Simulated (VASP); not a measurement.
# Si (a cell with a defect) in VASP: a series of runs

Si (a cell with a defect) is run at these levels: PBE; tasks: single point.

Program: VASP 6.6.1. These are calculated values, not measurements. Logs are shortened: lines on timing, memory, paths and dates and some standing lists are left out, and cuts for length are marked.

## (1) The cell of the first run

The cell holds a defect, 53 atoms: a = 11.604 Å, b = 11.604 Å, c = 11.604 Å, α = 60.00°, β = 60.00°, γ = 60.00°.

## (2) Single point, PBE

Input file INCAR:

```
  PREC = Accurate
  ENCUT = 520
  EDIFF = 1E-6
  ISMEAR = 0
  SIGMA = 0.02
  LREAL = Auto
  LASPH = T
  NELM = 60
  ALGO = Normal
  ISIF = 2
  LWAVE = F
  LCHARG = T
  GGA = PE
  LELF = T
  LVHAR = T
  NBANDS = 138
  NELECT = 210.0
```

Input file KPOINTS:

```
regular mesh
0
Gamma
  2 2 2
```

Input file POSCAR:

```
Si
1.0
    8.2051406440      0.0000000000      8.2051406440
    8.2051406440      8.2051406440      0.0000000000
    0.0000000000      8.2051406440      8.2051406440
Si
53
Direct
    0.2527869575      0.2527869575      0.2527869575
    0.2508632497      0.5824700836      0.2508632497
    0.2527869575      0.9083057942      0.2527869575
    0.5824700836      0.2508632497      0.2508632497
    0.5824700836      0.5824700836      0.2508632497
    0.5840057952      0.9160398083      0.2505812548
    0.9083057942      0.2527869575      0.2527869575
    0.9160398083      0.5840057952      0.2505812548
    0.9160398083      0.9160398083      0.2505812548
    0.2508632497      0.2508632497      0.5824700836
    0.2508632497      0.5824700836      0.5824700836
    0.2505812548      0.9160398083      0.5840057952
    0.5824700836      0.2508632497      0.5824700836
    0.5834504403      0.5834504403      0.5834504403
    0.5834504403      0.9163153458      0.5834504403
    0.9160398083      0.2505812548      0.5840057952
    0.9163153458      0.5834504403      0.5834504403
    0.9160398083      0.9160398083      0.5840057952
    0.2527869575      0.2527869575      0.9083057942
    0.2505812548      0.5840057952      0.9160398083
    0.2505812548      0.9160398083      0.9160398083
    0.5840057952      0.2505812548      0.9160398083
    0.5834504403      0.5834504403      0.9163153458
    0.5840057952      0.9160398083      0.9160398083
    0.9160398083      0.2505812548      0.9160398083
    0.9160398083      0.5840057952      0.9160398083
    0.9166666667      0.9166666667      0.9166666667
    0.1652562751      0.5008460651      0.1652562751
    0.1652562751      0.8353080514      0.1652562751
    0.5008460651      0.1652562751      0.1652562751
    0.5001932113      0.5001932113      0.1660870328
    0.5008460651      0.8353080514      0.1652562751
    0.8353080514      0.1652562751      0.1652562751
    0.8353080514      0.5008460651      0.1652562751
    0.8334467595      0.8334467595      0.1663263881
    0.1652562751      0.1652562751      0.5008460651
    0.1660870328      0.5001932113      0.5001932113
    0.1652562751      0.8353080514      0.5008460651
    0.5001932113      0.1660870328      0.5001932113
    0.5001932113      0.5001932113      0.5001932113
    0.5002080663      0.8331252670      0.5002080663
    0.8353080514      0.1652562751      0.5008460651
    0.8331252670      0.5002080663      0.5002080663
    0.8331252670      0.8331252670      0.5002080663
    0.1652562751      0.1652562751      0.8353080514
    0.1652562751      0.5008460651      0.8353080514
    0.1663263881      0.8334467595      0.8334467595
    0.5008460651      0.1652562751      0.8353080514
    0.5002080663      0.5002080663      0.8331252670
    0.5002080663      0.8331252670      0.8331252670
    0.8334467595      0.1663263881      0.8334467595
    0.8331252670      0.5002080663      0.8331252670
    0.8334467595      0.8334467595      0.8334467595
```

Potentials or basis: VASP PAW PBE potentials, release 64 (Si).

Started as:

```
cat potpaw_PBE.64/Si/POTCAR > POTCAR
mpirun -np 1 vasp_std > vasp.out
```

OUTCAR:

```text
PREC = Accurate
   ENCUT = 520
   EDIFF = 1E-6
   ISMEAR = 0
   LREAL = Auto
   LASPH = T
   NELM = 60
   ISIF = 2
   GGA = PE
   NELECT = 210.0

 ion  position               nearest neighbor table
   1  0.253  0.253  0.253-  28 2.35  30 2.35  36 2.35
   2  0.251  0.582  0.251-  31 2.36  37 2.36  28 2.40  29 2.40
   3  0.253  0.908  0.253-  29 2.35  32 2.35  38 2.35
   4  0.582  0.251  0.251-  31 2.36  39 2.36  30 2.40  33 2.40
   5  0.582  0.582  0.251-  31 2.36  40 2.36  34 2.40  32 2.40
   6  0.584  0.916  0.251-  32 2.36  30 2.36  35 2.36  41 2.37
   7  0.908  0.253  0.253-  33 2.35  34 2.35  42 2.35
   8  0.916  0.584  0.251-  34 2.36  28 2.36  35 2.36  43 2.37
   9  0.916  0.916  0.251-  29 2.36  33 2.36  35 2.36  44 2.37
  10  0.251  0.251  0.582-  37 2.36  39 2.36  36 2.40  45 2.40
  11  0.251  0.582  0.582-  37 2.36  40 2.36  38 2.40  46 2.40
  12  0.251  0.916  0.584-  38 2.36  36 2.36  47 2.36  41 2.37
  13  0.582  0.251  0.582-  39 2.36  40 2.36  42 2.40  48 2.40
  14  0.583  0.583  0.583-  41 2.37  43 2.37  49 2.37  40 2.37
  15  0.583  0.916  0.583-  44 2.37  50 2.37  41 2.37  39 2.37
  16  0.916  0.251  0.584-  42 2.36  36 2.36  51 2.36  43 2.37
  17  0.916  0.583  0.583-  44 2.37  52 2.37  43 2.37  37 2.37
  18  0.916  0.916  0.584-  38 2.36  42 2.36  53 2.36  44 2.37
  19  0.253  0.253  0.908-  45 2.35  46 2.35  48 2.35
  20  0.251  0.584  0.916-  46 2.36  28 2.36  47 2.36  49 2.37
  21  0.251  0.916  0.916-  29 2.36  45 2.36  47 2.36  50 2.37
  22  0.584  0.251  0.916-  48 2.36  30 2.36  51 2.36  49 2.37
  23  0.583  0.583  0.916-  50 2.37  52 2.37  49 2.37  31 2.37
  24  0.584  0.916  0.916-  32 2.36  48 2.36  53 2.36  50 2.37
  25  0.916  0.251  0.916-  33 2.36  45 2.36  51 2.36  52 2.37
[... 26 lines left out ...]
  52  0.833  0.500  0.833-  25 2.37  26 2.37  17 2.37  23 2.37
  53  0.833  0.833  0.833-  18 2.36  24 2.36  26 2.36  27 2.37

  LATTYP: Found a face centered cubic cell.
 ALAT       =    16.4102812880

  Lattice vectors:

 A1 = (   8.2051406440,   0.0000000000,   8.2051406440)
 A2 = (   8.2051406440,   8.2051406440,   0.0000000000)
 A3 = (   0.0000000000,   8.2051406440,   8.2051406440)

Analysis of symmetry for initial positions (statically):
=====================================================================
 Subroutine PRICEL returns:
 Original cell was already a primitive cell.

 Routine SETGRP: Setting up the symmetry group for a
 face centered cubic supercell.

 Subroutine GETGRP returns: Found 24 space group operations
 (whereof  6 operations were pure point group operations)
 out of a pool of 48 trial point group operations.

The static configuration has the point symmetry C_3v.
 The point group associated with its full space group is T_d .

Analysis of symmetry for dynamics (positions and initial velocities):
=====================================================================
 Subroutine PRICEL returns:
 Original cell was already a primitive cell.

 Routine SETGRP: Setting up the symmetry group for a
 face centered cubic supercell.

 Subroutine GETGRP returns: Found 24 space group operations
 (whereof  6 operations were pure point group operations)
 out of a pool of 48 trial point group operations.

The dynamic configuration has the point symmetry C_3v.
 The point group associated with its full space group is T_d .

 Subroutine INISYM returns: Found 24 space group operations
 (whereof  6 operations are pure point group operations),
 and found     1 'primitive' translations

----------------------------------------------------------------------------------------

                                     Primitive cell

  volume of cell :    1104.8112

  direct lattice vectors                    reciprocal lattice vectors
     8.205140644  0.000000000  8.205140644     0.060937408 -0.060937408  0.060937408
     8.205140644  8.205140644  0.000000000     0.060937408  0.060937408 -0.060937408
     0.000000000  8.205140644  8.205140644    -0.060937408  0.060937408  0.060937408

  length of vectors
    11.603821180 11.603821180 11.603821180     0.105546686  0.105546686  0.105546686

  position of ions in fractional coordinates (direct lattice)
     0.252786957  0.252786957  0.252786957
     0.250863250  0.582470084  0.250863250
     0.252786957  0.908305794  0.252786957
     0.582470084  0.250863250  0.250863250
     0.582470084  0.582470084  0.250863250
     0.584005795  0.916039808  0.250581255
[... 45 lines left out ...]
     0.833125267  0.500208066  0.833125267
     0.833446759  0.833446759  0.833446759

  ion indices of the primitive-cell ions
   primitive index   ion index
                 1           1
                 2           2
                 3           3
                 4           4
                 5           5
                 6           6
[... 45 lines left out ...]
                52          52
                53          53

----------------------------------------------------------------------------------------

 KPOINTS: regular mesh

Automatic generation of k-mesh.
 Grid dimensions read from file:
 generate k-points for:    2    2    2

 Generating k-lattice:

  Cartesian coordinates                     Fractional coordinates (reciprocal lattice)
     0.030468704 -0.030468704  0.030468704     0.500000000  0.000000000  0.000000000
     0.030468704  0.030468704 -0.030468704     0.000000000  0.500000000  0.000000000
    -0.030468704  0.030468704  0.030468704     0.000000000  0.000000000  0.500000000

  Length of vectors
     0.052773343  0.052773343  0.052773343

  Shift w.r.t. Gamma in fractional coordinates (k-lattice)
     0.000000000  0.000000000  0.000000000

 Subroutine IBZKPT returns following result:
 ===========================================

 Found      3 irreducible k-points:

 Following reciprocal coordinates:
            Coordinates               Weight
  0.000000  0.000000  0.000000      1.000000
  0.500000  0.000000  0.000000      4.000000
  0.500000  0.500000  0.000000      3.000000
   k-points           NKPTS =      3   k-points in BZ     NKDIM =      3   number of bands    NBANDS=    138
   number of dos      NEDOS =    301   number of ions     NIONS =     53
   total plane-waves  NPLWV = 729000
   dimension x,y,z NGX =    90 NGY =   90 NGZ =   90
   dimension x,y,z NGXF=   180 NGYF=  180 NGZF=  180
   ions per type =              53
   NGX,Y,Z   is equivalent  to a cutoff of  12.89, 12.89, 12.89 a.u.
   NGXF,Y,Z  is equivalent  to a cutoff of  25.79, 25.79, 25.79 a.u.
 SYSTEM =  unknown system
   PREC   = accura    normal or accurate (medium, high low for compatibility)
   ISTART =      0    job   : 0-new  1-cont  2-samecut
   ICHARG =      2    charge: 1-file 2-atom 10-const
   ISPIN  =      1    spin polarized calculation?
   LNONCOLLINEAR =      F non collinear calculations
   LSORBIT =      F    spin-orbit coupling
   LASPH  =      T    aspherical Exc in radial PAW
   ENCUT  =  520.0 eV  38.22 Ry    6.18 a.u.  21.58 21.58 21.58*2*pi/ulx,y,z
   NELM   =     60;   NELMIN=  2; NELMDL= -5     # of ELM steps
   EDIFF  = 0.1E-05   stopping-criterion for ELM
   LREAL  =      T    real-space projection
   EDIFFG = 0.1E-04   stopping-criterion for IOM
   NSW    =      0    number of steps for IOM
   IBRION =     -1    ionic relax: 0-MD 1-quasi-New 2-CG
   NFREE  =      0    steps in history (QN), initial steepest desc. (CG)
   ISIF   =      2    stress and relaxation
   ISYM   =      2    0-nonsym 1-usesym 2-fastsym
   POTIM  = 0.5000    time-step for ionic-motion
   TEBEG  =    0.0;   TEEND  =   0.0 temperature during run
   PSTRESS=    0.0 pullay stress
   NELECT =     210.0000    total number of electrons
   NUPDOWN=      -1.0000    fix difference up-down
   EMIN   =  10.00;   EMAX   =-10.00  energy-range for DOS
   EFERMI =   0.00;   METHOD = LEGACY
   ISMEAR =     0;   SIGMA  =   0.02  broadening in eV -4-tet -1-fermi 0-gaus
   EFERMI_NEDOS =   21; number of points for ismear=-14 and -15
   IALGO  =     38    algorithm
   IMIX   =      4    mixing-type and parameters
     AMIX     =   0.40;   BMIX     =  1.00
     AMIX_MAG =   1.60;   BMIX_MAG =  1.00
  volume/ion in A,a.u.               =      20.85       140.67
  Fermi-wavevector in a.u.,A,eV,Ry     =   0.941279  1.778760 12.054857  0.886007
  Thomas-Fermi vector in A             =   2.068775
   LORBIT       =      0    0 simple, 1 ext, 2 COOP (PROOUT), +10 PAW based schemes
   GGA     = PE    functional components
   LHFCALC =     F    Hartree Fock is set to
   AEXX    =    0.0000 exact exchange contribution
   IVDW    =     0    specifies the selected vdW correction
   LEPSILON=     F    determine dielectric tensor
   LRPA    =     F    only Hartree local field effects (RPA)
 non-spin polarized calculation
 Gauss-broadening in eV      SIGMA  =   0.02
  energy-cutoff  :      520.00
  volume of cell :     1104.81
 maximum number of plane-waves:     29794
 NGX is ok and might be reduce to    90
   NGX = 43   NGY = 43   NGZ = 43

 number of electron     210.0000012 magnetization

 Free energy of the ion-electron system (eV)
  ---------------------------------------------------
  ext. energy  EPLUGINS =         0.00000000
  ---------------------------------------------------
  free energy    TOTEN  =      -294.24646297 eV

  energy without entropy =     -294.24646297  energy(sigma->0) =     -294.24646297

 E-fermi :   5.0613     XC(G=0):  -9.2137

 val. band max:        4.9791765610   @ k =   0.5000   0.0000   0.0000
 cond. band min:       5.1418310807   @ k =   0.5000   0.0000   0.0000
 fundamental gap:      0.1626545197
 Fermi energy:         5.0613436646

 k-point     1 :       0.0000    0.0000    0.0000
  band No.  band energies     occupation
      1      -6.3327      2.00000
      2      -5.0370      2.00000
      3      -5.0355      2.00000
      4      -5.0355      2.00000
      5      -5.0355      2.00000
      6      -5.0163      2.00000
[... 109 lines left out ...]
    116       7.0361      0.00000
    117       7.0361      0.00000

 k-point     2 :       0.5000    0.0000    0.0000
  band No.  band energies     occupation
      1      -6.0191      2.00000
      2      -5.9474      2.00000
      3      -5.1023      2.00000
      4      -5.1001      2.00000
      5      -5.1001      2.00000
      6      -5.0971      2.00000
[... 109 lines left out ...]
    116       7.4206      0.00000
    117       7.4206      0.00000

 k-point     3 :       0.5000    0.5000    0.0000
  band No.  band energies     occupation
      1      -5.9033      2.00000
      2      -5.8316      2.00000
      3      -5.4548      2.00000
      4      -5.4410      2.00000
      5      -5.4410      2.00000
      6      -5.2640      2.00000
[... 109 lines left out ...]
    116       7.5075      0.00000
    117       7.5145      0.00000
 [bands above 117 left out]

------------------------ aborting loop because EDIFF is reached ----------------------------------------

  FORCE on cell =-STRESS in cart. coord.  units (eV):
  Direction    XX          YY          ZZ          XY          YZ          ZX
  --------------------------------------------------------------------------------------
  -------------------------------------------------------------------------------------
  Total      -20.3714648    -20.3714648    -20.3714648      0.0000000     -0.0000000      0.0000000
  in kB      -29.5423307    -29.5423307    -29.5423307      0.0000000     -0.0000000      0.0000000
  external PRESSURE =     -29.5423307 kB  Pullay stress =       0.0000000 kB

 VOLUME and BASIS-vectors are now :
 -----------------------------------------------------------------------------
  energy-cutoff  :      520.00
  volume of cell :     1104.81
      direct lattice vectors                 reciprocal lattice vectors
     8.205140644  0.000000000  8.205140644     0.060937408 -0.060937408  0.060937408
     8.205140644  8.205140644  0.000000000     0.060937408  0.060937408 -0.060937408
     0.000000000  8.205140644  8.205140644    -0.060937408  0.060937408  0.060937408

 POSITION                                       TOTAL-FORCE (eV/Angst)
 -----------------------------------------------------------------------------------
      4.14831      4.14831      4.14831        -0.002025     -0.002025     -0.002025
      6.83762      6.83762      4.11674        -0.000000      0.000000      0.001778
      9.52693      9.52693      4.14831         0.002025      0.002025     -0.002025
      6.83762      4.11674      6.83762        -0.000000      0.001778      0.000000
      9.55850      6.83762      6.83762        -0.001778      0.000000      0.000000
     12.30809      9.57229      6.84790        -0.002333      0.002333      0.004356
[... 45 lines left out ...]
     10.94019     10.94019     13.67182        -0.000000      0.000000      0.003307
     13.67710     13.67710     13.67710        -0.006495     -0.006495     -0.006495
 -----------------------------------------------------------------------------------
    total drift:                               -0.000001     -0.000001     -0.000001

  FREE ENERGIE OF THE ION-ELECTRON SYSTEM (eV)
  ---------------------------------------------------
  free  energy   TOTEN  =      -294.2464629712 eV

  energy  without entropy=     -294.2464629701  energy(sigma->0) =     -294.24646297
```

Wall time 11 min (1 thread of Intel Xeon 6975P-C (Granite Rapids), shared host); peak memory 1.3 GiB.

What came out:

* Free energy: -294.2465 eV
* Largest force: 0.011 eV/Å

Forces on the atoms (eV/Å):
```
Si  -0.002 -0.002 -0.002
Si   0.000  0.000  0.002
Si   0.002  0.002 -0.002
Si   0.000  0.002  0.000
Si  -0.002  0.000  0.000
Si  -0.002  0.002  0.004
Si   0.002 -0.002  0.002
Si  -0.002  0.004  0.002
Si  -0.004  0.002  0.002
Si   0.002  0.000  0.000
Si   0.000 -0.002  0.000
Si   0.002 -0.002  0.004
Si   0.000  0.000 -0.002
Si   0.002  0.002  0.002
Si  -0.002 -0.002  0.002
Si   0.002  0.004 -0.002
Si  -0.002  0.002 -0.002
Si  -0.004 -0.002 -0.002
Si  -0.002  0.002  0.002
Si   0.004 -0.002  0.002
Si   0.002 -0.004  0.002
Si   0.004  0.002 -0.002
Si   0.002 -0.002 -0.002
Si  -0.002 -0.004 -0.002
Si   0.002  0.002 -0.004
Si  -0.002 -0.002 -0.004
Si   0.000  0.000  0.000
Si  -0.002 -0.002  0.010
Si   0.002  0.002  0.010
Si  -0.002  0.010 -0.002
Si   0.005 -0.005 -0.005
Si  -0.010  0.002 -0.002
Si   0.002  0.010  0.002
Si  -0.010 -0.002  0.002
Si  -0.006  0.006  0.006
Si   0.010 -0.002 -0.002
Si  -0.005  0.005 -0.005
Si   0.002 -0.010 -0.002
Si  -0.005 -0.005  0.005
Si   0.005  0.005  0.005
Si   0.000  0.000 -0.003
Si   0.002 -0.002 -0.010
Si   0.000 -0.003  0.000
Si   0.003  0.000  0.000
Si   0.010  0.002  0.002
Si  -0.002 -0.010  0.002
Si   0.006 -0.006  0.006
Si  -0.002  0.002 -0.010
Si  -0.003  0.000  0.000
Si   0.000  0.003  0.000
Si   0.006  0.006 -0.006
Si   0.000  0.000  0.003
Si  -0.006 -0.006 -0.006
```

Caveat: the cell carries a net charge on a neutralising background, which shifts energy and pressure; the cell is charged against a uniform background, so pressure and absolute levels hang on convention.

(Continued in part 2 of 2.)
